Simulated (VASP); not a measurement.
# SrTiO3 (Pm-3m) in VASP: settings compared

Aim: see how the results for SrTiO3 move with the level of theory and the settings. Levels: r2SCAN, PBE. Tasks: single point, relaxation of cell and atoms.

All numbers are computed with VASP 6.6.1; they aren't measurements. Logs are shortened: lines on timing, memory, paths and dates and some standing lists are left out, and cuts for length are marked.

## 1. The cell of the first run

Symmetry: Pm-3m, No. 221, cubic system. Conventional cell: a = 3.936 Å, b = 3.936 Å, c = 3.936 Å, α = 90.00°, β = 90.00°, γ = 90.00°. Sr (site symmetry m-3m) has 12 O at 2.78 Å and 8 Ti at 3.41 Å within 3.7 Å. Ti (site symmetry m-3m) has 6 O at 1.97 Å within 2.6 Å. O (site symmetry 4/mmm) has 2 Ti at 1.97 Å within 2.6 Å.

## 2. Single point, r2SCAN

The input, POSCAR:

```
SrTiO3
1.0
    3.9364041143      0.0000000000      0.0000000000
    0.0000000000      3.9364041143      0.0000000000
    0.0000000000      0.0000000000      3.9364041143
Sr Ti O
1 1 3
Direct
    0.5000000000      0.5000000000      0.5000000000
    0.0000000000      0.0000000000      0.0000000000
    0.5000000000      0.0000000000      0.0000000000
    0.0000000000      0.5000000000      0.0000000000
    0.0000000000      0.0000000000      0.5000000000
```

The input, INCAR.step1:

```
  PREC = Accurate
  ENCUT = 520
  ISMEAR = 0
  SIGMA = 0.02
  LREAL = F
  LASPH = T
  NELM = 100
  NBANDS = 28
  GGA = PE
  ALGO = Normal
  EDIFF = 1E-4
  LWAVE = T
  LCHARG = F
```

The input, INCAR.step2:

```
  PREC = Accurate
  ENCUT = 520
  EDIFF = 1E-6
  ISMEAR = 0
  SIGMA = 0.02
  LREAL = F
  LASPH = T
  NELM = 100
  ALGO = Normal
  ISIF = 2
  LWAVE = F
  LCHARG = T
  METAGGA = R2SCAN
  LMIXTAU = T
  LELF = T
  LVHAR = T
  NBANDS = 28
  ISTART = 1
```

The input, KPOINTS:

```
regular mesh
0
Gamma
  8 8 8
```

Potentials or basis: VASP PAW PBE potentials, release 64 (Sr_sv, Ti_sv, O).

The run is started by

```bash
cat potpaw_PBE.64/Sr_sv/POTCAR potpaw_PBE.64/Ti_sv/POTCAR potpaw_PBE.64/O/POTCAR > POTCAR
cp INCAR.step1 INCAR
mpirun -np 1 vasp_std > vasp.out
cp INCAR.step2 INCAR
mpirun -np 1 vasp_std > vasp.out
```

OUTCAR:

```text
PREC = Accurate
   ENCUT = 520
   EDIFF = 1E-6
   ISMEAR = 0
   LREAL = F
   LASPH = T
   NELM = 100
   ISIF = 2
   METAGGA = R2SCAN
   ISTART = 1

 ion  position               nearest neighbor table
   1  0.500  0.500  0.500-   3 2.78   4 2.78   5 2.78   3 2.78   4 2.78   3 2.78   5 2.78   3 2.78
                             4 2.78   5 2.78   4 2.78   5 2.78   2 3.41   2 3.41   2 3.41   2 3.41
   2  0.000  0.000  0.000-   3 1.97   4 1.97   5 1.97   5 1.97   4 1.97   3 1.97   1 3.41   1 3.41
                             1 3.41   1 3.41   1 3.41   1 3.41   1 3.41   1 3.41
   3  0.500  0.000  0.000-   2 1.97   2 1.97   1 2.78   1 2.78   1 2.78   1 2.78
   4  0.000  0.500  0.000-   2 1.97   2 1.97   1 2.78   1 2.78   1 2.78   1 2.78
   5  0.000  0.000  0.500-   2 1.97   2 1.97   1 2.78   1 2.78   1 2.78   1 2.78

  LATTYP: Found a simple cubic cell.
 ALAT       =     3.9364041143

  Lattice vectors:

 A1 = (   3.9364041143,   0.0000000000,   0.0000000000)
 A2 = (   0.0000000000,   3.9364041143,   0.0000000000)
 A3 = (   0.0000000000,   0.0000000000,   3.9364041143)

Analysis of symmetry for initial positions (statically):
=====================================================================
 Subroutine PRICEL returns:
 Original cell was already a primitive cell.

 Routine SETGRP: Setting up the symmetry group for a
 simple cubic supercell.

 Subroutine GETGRP returns: Found 48 space group operations
 (whereof 48 operations were pure point group operations)
 out of a pool of 48 trial point group operations.

The static configuration has the point symmetry O_h .

Analysis of symmetry for dynamics (positions and initial velocities):
=====================================================================
 Subroutine PRICEL returns:
 Original cell was already a primitive cell.

 Routine SETGRP: Setting up the symmetry group for a
 simple cubic supercell.

 Subroutine GETGRP returns: Found 48 space group operations
 (whereof 48 operations were pure point group operations)
 out of a pool of 48 trial point group operations.

The dynamic configuration has the point symmetry O_h .

 Subroutine INISYM returns: Found 48 space group operations
 (whereof 48 operations are pure point group operations),
 and found     1 'primitive' translations

----------------------------------------------------------------------------------------

                                     Primitive cell

  volume of cell :      60.9957

  direct lattice vectors                    reciprocal lattice vectors
     3.936404114  0.000000000  0.000000000     0.254038958  0.000000000  0.000000000
     0.000000000  3.936404114  0.000000000     0.000000000  0.254038958  0.000000000
     0.000000000  0.000000000  3.936404114     0.000000000  0.000000000  0.254038958

  length of vectors
     3.936404114  3.936404114  3.936404114     0.254038958  0.254038958  0.254038958

  position of ions in fractional coordinates (direct lattice)
     0.500000000  0.500000000  0.500000000
     0.000000000  0.000000000  0.000000000
     0.500000000  0.000000000  0.000000000
     0.000000000  0.500000000  0.000000000
     0.000000000  0.000000000  0.500000000

  ion indices of the primitive-cell ions
   primitive index   ion index
                 1           1
                 2           2
                 3           3
                 4           4
                 5           5

----------------------------------------------------------------------------------------

 KPOINTS: regular mesh

Automatic generation of k-mesh.
 Grid dimensions read from file:
 generate k-points for:    8    8    8

 Generating k-lattice:

  Cartesian coordinates                     Fractional coordinates (reciprocal lattice)
     0.031754870  0.000000000  0.000000000     0.125000000  0.000000000  0.000000000
     0.000000000  0.031754870  0.000000000     0.000000000  0.125000000  0.000000000
     0.000000000  0.000000000  0.031754870     0.000000000  0.000000000  0.125000000

  Length of vectors
     0.031754870  0.031754870  0.031754870

  Shift w.r.t. Gamma in fractional coordinates (k-lattice)
     0.000000000  0.000000000  0.000000000

 Subroutine IBZKPT returns following result:
 ===========================================

 Found     35 irreducible k-points:

 Following reciprocal coordinates:
            Coordinates               Weight
  0.000000  0.000000  0.000000      1.000000
  0.125000  0.000000  0.000000      6.000000
  0.250000  0.000000  0.000000      6.000000
  0.375000  0.000000  0.000000      6.000000
  0.500000  0.000000  0.000000      3.000000
  0.125000  0.125000  0.000000     12.000000
[... 16 lines left out ...]
  0.375000  0.375000  0.125000     24.000000
  0.500000  0.375000  0.125000     24.000000
 [... further k-points ...]
   k-points           NKPTS =     35   k-points in BZ     NKDIM =     35   number of bands    NBANDS=     28
   number of dos      NEDOS =    301   number of ions     NIONS =      5
   total plane-waves  NPLWV =  27000
   dimension x,y,z NGX =    30 NGY =   30 NGZ =   30
   dimension x,y,z NGXF=    60 NGYF=   60 NGZF=   60
   ions per type =               1   1   3
   NGX,Y,Z   is equivalent  to a cutoff of  12.67, 12.67, 12.67 a.u.
   NGXF,Y,Z  is equivalent  to a cutoff of  25.34, 25.34, 25.34 a.u.
 SYSTEM =  unknown system
   PREC   = accura    normal or accurate (medium, high low for compatibility)
   ISTART =      1    job   : 0-new  1-cont  2-samecut
   ICHARG =      0    charge: 1-file 2-atom 10-const
   ISPIN  =      1    spin polarized calculation?
   LNONCOLLINEAR =      F non collinear calculations
   LSORBIT =      F    spin-orbit coupling
   LASPH  =      T    aspherical Exc in radial PAW
   ENCUT  =  520.0 eV  38.22 Ry    6.18 a.u.   7.32  7.32  7.32*2*pi/ulx,y,z
   NELM   =    100;   NELMIN=  2; NELMDL=  0     # of ELM steps
   EDIFF  = 0.1E-05   stopping-criterion for ELM
   LREAL  =      F    real-space projection
   EDIFFG = 0.1E-04   stopping-criterion for IOM
   NSW    =      0    number of steps for IOM
   IBRION =     -1    ionic relax: 0-MD 1-quasi-New 2-CG
   NFREE  =      0    steps in history (QN), initial steepest desc. (CG)
   ISIF   =      2    stress and relaxation
   ISYM   =      2    0-nonsym 1-usesym 2-fastsym
   POTIM  = 0.5000    time-step for ionic-motion
   TEBEG  =    0.0;   TEEND  =   0.0 temperature during run
   PSTRESS=    0.0 pullay stress
   NELECT =      40.0000    total number of electrons
   NUPDOWN=      -1.0000    fix difference up-down
   EMIN   =  10.00;   EMAX   =-10.00  energy-range for DOS
   EFERMI =   0.00;   METHOD = LEGACY
   ISMEAR =     0;   SIGMA  =   0.02  broadening in eV -4-tet -1-fermi 0-gaus
   EFERMI_NEDOS =   21; number of points for ismear=-14 and -15
   IALGO  =     38    algorithm
   IMIX   =      4    mixing-type and parameters
     AMIX     =   0.40;   BMIX     =  1.00
     AMIX_MAG =   1.60;   BMIX_MAG =  1.00
  volume/ion in A,a.u.               =      12.20        82.32
  Fermi-wavevector in a.u.,A,eV,Ry     =   1.422313  2.687782 27.524232  2.022974
  Thomas-Fermi vector in A             =   2.543030
   LORBIT       =      0    0 simple, 1 ext, 2 COOP (PROOUT), +10 PAW based schemes
   METAGGA = R2SCAN    functional components
   LHFCALC =     F    Hartree Fock is set to
   AEXX    =    0.0000 exact exchange contribution
   IVDW    =     0    specifies the selected vdW correction
   LEPSILON=     F    determine dielectric tensor
   LRPA    =     F    only Hartree local field effects (RPA)
 non-spin polarized calculation
 Gauss-broadening in eV      SIGMA  =   0.02
  energy-cutoff  :      520.00
  volume of cell :       61.00
 maximum number of plane-waves:      1671
 NGX is ok and might be reduce to    30
   NGX = 15   NGY = 15   NGZ = 15

 number of electron      39.9999990 magnetization

 Free energy of the ion-electron system (eV)
  ---------------------------------------------------
  ext. energy  EPLUGINS =         0.00000000
  ---------------------------------------------------
  free energy    TOTEN  =       -63.32142954 eV

  energy without entropy =      -63.32142954  energy(sigma->0) =      -63.32142954

 E-fermi :   3.8781     XC(G=0): -11.7975

 val. band max:        3.6542696915   @ k =   0.5000   0.5000   0.5000
 cond. band min:       5.8769633157   @ k =   0.0000   0.0000   0.0000
 fundamental gap:      2.2226936243
 Fermi energy:         3.8781403733

 k-point     1 :       0.0000    0.0000    0.0000
  band No.  band energies     occupation
      1     -55.1283      2.00000
      2     -30.3089      2.00000
      3     -30.3089      2.00000
      4     -30.3089      2.00000
      5     -30.2916      2.00000
      6     -14.6771      2.00000
[... 20 lines left out ...]
     27       9.5985      0.00000
     28      10.5086      0.00000

 k-point     2 :       0.1250    0.0000    0.0000
  band No.  band energies     occupation
      1     -55.1281      2.00000
      2     -30.3460      2.00000
      3     -30.3085      2.00000
      4     -30.3085      2.00000
      5     -30.2617      2.00000
      6     -14.6728      2.00000
[... 20 lines left out ...]
     27       9.8675      0.00000
     28      10.8736      0.00000

 k-point     3 :       0.2500    0.0000    0.0000
  band No.  band energies     occupation
      1     -55.1276      2.00000
      2     -30.3916      2.00000
      3     -30.3076      2.00000
      4     -30.3076      2.00000
      5     -30.2337      2.00000
      6     -14.7069      2.00000
[... 20 lines left out ...]
     27      10.5170      0.00000
     28      11.8755      0.00000

 k-point     4 :       0.3750    0.0000    0.0000
  band No.  band energies     occupation
      1     -55.1270      2.00000
      2     -30.4269      2.00000
      3     -30.3067      2.00000
      4     -30.3067      2.00000
      5     -30.2157      2.00000
      6     -14.7825      2.00000
[... 578 lines left out ...]
     27      12.3470      0.00000
     28      12.6238      0.00000

 k-point    23 :       0.3750    0.3750    0.1250
  band No.  band energies     occupation
      1     -55.1256      2.00000
      2     -30.3846      2.00000
      3     -30.3671      2.00000
      4     -30.3153      2.00000
      5     -30.2386      2.00000
      6     -14.2400      2.00000
[... 20 lines left out ...]
     27      12.3978      0.00000
     28      12.8316      0.00000

 k-point    24 :       0.5000    0.3750    0.1250
  band No.  band energies     occupation
      1     -55.1253      2.00000
      2     -30.3872      2.00000
      3     -30.3668      2.00000
      4     -30.3146      2.00000
      5     -30.2441      2.00000
      6     -14.1594      2.00000
[... 20 lines left out ...]
     27      12.4037      0.00000
     28      12.9634      0.00000

 [... further k-points ...]

------------------------ aborting loop because EDIFF is reached ----------------------------------------

  FORCE on cell =-STRESS in cart. coord.  units (eV):
  Direction    XX          YY          ZZ          XY          YZ          ZX
  --------------------------------------------------------------------------------------
  -------------------------------------------------------------------------------------
  Total       -1.2212820     -1.2212820     -1.2212820     -0.0000000      0.0000000      0.0000000
  in kB      -32.0794936    -32.0794936    -32.0794936     -0.0000000      0.0000000      0.0000000
  external PRESSURE =     -32.0794936 kB  Pullay stress =       0.0000000 kB

 VOLUME and BASIS-vectors are now :
 -----------------------------------------------------------------------------
  energy-cutoff  :      520.00
  volume of cell :       61.00
      direct lattice vectors                 reciprocal lattice vectors
     3.936404114  0.000000000  0.000000000     0.254038958  0.000000000  0.000000000
     0.000000000  3.936404114  0.000000000     0.000000000  0.254038958  0.000000000
     0.000000000  0.000000000  3.936404114     0.000000000  0.000000000  0.254038958

 POSITION                                       TOTAL-FORCE (eV/Angst)
 -----------------------------------------------------------------------------------
      1.96820      1.96820      1.96820         0.000000      0.000000      0.000000
      0.00000      0.00000      0.00000         0.000000      0.000000      0.000000
      1.96820      0.00000      0.00000         0.000000      0.000000      0.000000
      0.00000      1.96820      0.00000         0.000000      0.000000      0.000000
      0.00000      0.00000      1.96820         0.000000      0.000000      0.000000
 -----------------------------------------------------------------------------------
    total drift:                               -0.000000     -0.000000      0.000000

  FREE ENERGIE OF THE ION-ELECTRON SYSTEM (eV)
  ---------------------------------------------------
  free  energy   TOTEN  =       -63.3214295401 eV

  energy  without entropy=      -63.3214295401  energy(sigma->0) =      -63.32142954
```

Run time: 2.9 min. Hardware: 1 thread of AMD EPYC 9R45 (Zen 5), shared host; peak memory 0.18 GiB.

Results:

```yaml
Free_energy: -63.3214 eV
Pressure: -3.2 GPa
Band_gap_on_the_k_mesh: 2.22 eV (least direct gap 2.62 eV)
```

Caveat: the cell stands under tension; the PAW data sets were made with another functional, which shifts forces and pressure a little.

## 3. Relaxation of cell and atoms, PBE, target pressure 0.72 GPa, at which the enthalpy is minimised

This run uses another cell than the first one, of 11.91 Å³/atom.

The input, INCAR:

```
SYSTEM = SrTiO3
PREC = Accurate
ENCUT = 600
EDIFF = 1E-6
ISMEAR = 0
SIGMA = 0.1
LREAL = .FALSE.
LASPH = .TRUE.
NELM = 80
ALGO = Normal
ISIF = 3
LWAVE = .FALSE.
LCHARG = .FALSE.
GGA = PE
IBRION = 2
NSW = 80
EDIFFG = -0.05
PSTRESS = 7.199999999999999
```

The input, KPOINTS:

```
regular mesh
0
G
  6 6 6
  0 0 0
```

POSCAR, as its differences from that of step 2:

```diff
@@ -2,5 +2,5 @@
 1.0
-    3.9364041143      0.0000000000      0.0000000000
-    0.0000000000      3.9364041143      0.0000000000
-    0.0000000000      0.0000000000      3.9364041143
+    3.9052800000      0.0000000000      0.0000000000
+    0.0000000000      3.9052800000      0.0000000000
+    0.0000000000      0.0000000000      3.9052800000
 Sr Ti O
```

Potentials or basis: VASP PAW PBE potentials, release 64 (Sr_sv, Ti_sv, O).

The run is started by

```bash
cat potpaw_PBE.64/Sr_sv/POTCAR potpaw_PBE.64/Ti_sv/POTCAR potpaw_PBE.64/O/POTCAR > POTCAR
mpirun -np 1 vasp_std > vasp.out
```

Run time: 56 s. Hardware: 1 thread of AMD EPYC 9R45 (Zen 5), shared host; peak memory 0.18 GiB.

The run converged. Its results:

| Quantity | Value |
| --- | --- |
| Free energy | -40.1058 eV |
| Relaxed volume | 12.18 Å³/atom |
| Relaxed cell | a = 3.935 Å, b = 3.935 Å, c = 3.935 Å, α = 90.00°, β = 90.00°, γ = 90.00° |
| Space group after relaxing (to 0.1 Å) | Pm-3m (No. 221) |
| Energy change on relaxing (the run minimises the enthalpy) | -4.5 meV/atom |
| Ionic steps | 3 |
| Pressure after relaxing | 0.7 GPa |
| Band gap on the k mesh | 1.81 eV (least direct gap 2.18 eV) |

The path:
```tsv
step	energy change (eV)	largest force (eV/Å)	pressure (GPa)	volume (Å³)
1	0.0000	0.0000	4.72	59.56
2	-0.0149	0.0000	-2.63	62.16
3	-0.0226	0.0000	0.71	60.91
```

Final structure:
```
Sr Ti O
1.0
     3.93457    0.00000    0.00000
     0.00000    3.93457    0.00000
     0.00000    0.00000    3.93457
Sr Ti O
1 1 3
Direct
  0.50000 0.50000 0.50000
  0.00000 0.00000 0.00000
  0.50000 0.00000 0.00000
  0.00000 0.50000 0.00000
  0.00000 0.00000 0.50000
```

Levels at points of the mesh, in eV from the valence-band top:
```
           k point  band 17  band 18  band 19  band 20  band 21  band 22  band 23  band 24
(0.00, 0.00, 0.00)    -1.13    -0.37    -0.37    -0.37     1.81     1.81     1.81     4.15
(0.50, 0.00, 0.00)    -2.30    -1.92    -0.73    -0.73     1.97     3.66     3.66     4.16
(0.50, 0.50, 0.00)    -1.74    -1.55    -1.55    -0.09     3.67     3.67     4.11     5.09
(0.50, 0.50, 0.50)    -3.67     0.00     0.00     0.00     4.32     4.32     4.32     6.86
```

Caveat: the cell is relaxed towards a set pressure, so the run minimises the enthalpy, not the energy.
